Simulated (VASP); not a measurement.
Crystal: C.

```
CELL_PARAMETERS angstrom
1.22803 0.70900 3.34701
-1.22803 0.70900 3.34701
0.00000 -1.41800 3.34701
ATOMIC_POSITIONS crystal
C 0.16124 0.13597 0.23135
C 0.83876 0.86403 0.76865
```

* Program: VASP 6.6.1
* Task: relaxation of cell and atoms
* Functional: PBE
* Potentials or basis: VASP PAW PBE potentials, release 64 (C)
* Cutoff: 800 eV
* k mesh: 13 × 13 × 13
* Occupations: fermi-dirac, width 0.05 eV
* Spin: no spin polarisation

At the start: pressure 32.6 GPa; volume 8.74 Å³/atom.

Where does the relaxation end?

Over 54 steps the energy falls by 1025.8 meV/atom and the volume is 10.41 Å³/atom (+19.1 %); space group P-1 (No. 2, to 0.1 Å) before, C2/m (No. 12, to 0.1 Å).

Step by step:
| step | energy change (eV) | largest force (eV/Å) | pressure (GPa) | volume (Å³) |
| --- | --- | --- | --- | --- |
| 1 | 0.0000 | 15.6490 | 32.58 | 17.48 |
| 3 | -0.0399 | 1.6408 | -17.31 | 21.63 |
| 5 | -0.0650 | 1.4021 | -25.05 | 21.79 |
| 7 | -1.9731 | 0.9944 | 8.04 | 17.42 |
| 9 | -1.5800 | 6.0201 | 9.60 | 17.93 |
| 11 | -1.9620 | 1.4914 | -10.48 | 18.45 |
| 13 | -2.0262 | 0.1381 | 0.69 | 17.80 |
| 15 | -2.0293 | 0.3100 | 1.20 | 17.95 |
| 17 | -2.0332 | 0.2350 | 1.37 | 18.17 |
| 19 | -2.0334 | 0.3439 | 1.45 | 18.25 |
| 21 | -2.0408 | 0.2326 | 0.36 | 18.72 |
| 23 | -2.0469 | 0.1913 | -1.73 | 19.76 |
| 25 | -2.0499 | 0.1868 | 0.16 | 20.04 |
| 27 | -2.0506 | 0.0631 | 0.73 | 20.15 |
| 29 | -2.0509 | 0.0461 | -0.09 | 20.25 |
| 31 | -2.0510 | 0.0357 | -0.13 | 20.28 |
| 33 | -2.0510 | 0.0185 | 0.19 | 20.29 |
| 35 | -2.0511 | 0.0565 | 0.13 | 20.33 |
| 37 | -2.0512 | 0.0395 | 0.06 | 20.36 |
| 39 | -2.0512 | 0.0387 | -0.07 | 20.42 |
| 41 | -2.0513 | 0.0459 | 0.06 | 20.47 |
| 43 | -2.0514 | 0.0855 | 0.25 | 20.56 |
| 45 | -2.0515 | 0.0337 | 0.29 | 20.65 |
| 47 | -2.0515 | 0.0331 | 0.31 | 20.70 |
| 49 | -2.0516 | 0.0320 | -0.03 | 20.77 |
| 51 | -2.0516 | 0.0125 | -0.14 | 20.81 |
| 53 | -2.0517 | 0.0103 | -0.02 | 20.83 |
| 54 | -2.0517 | 0.0088 | 0.06 | 20.83 |

Final structure:
```yaml
crystal:
  lattice:
    - [1.22266, 0.72896, 3.97208]
    - [-1.24383, 0.72767, 3.98035]
    - [-0.00974, -1.40657, 3.91608]
  atoms:
    - { symbol: C, position: [0.33329, 0.33332, 0.83334] }
    - { symbol: C, position: [0.66671, 0.66668, 0.16666] }
```

Caveat: the volume moved by over 15 % at a fixed basis, so the end points are rough; this functional lacks dispersion, which binds layers or chains, so the pressure and a relaxed spacing across them are unreliable.
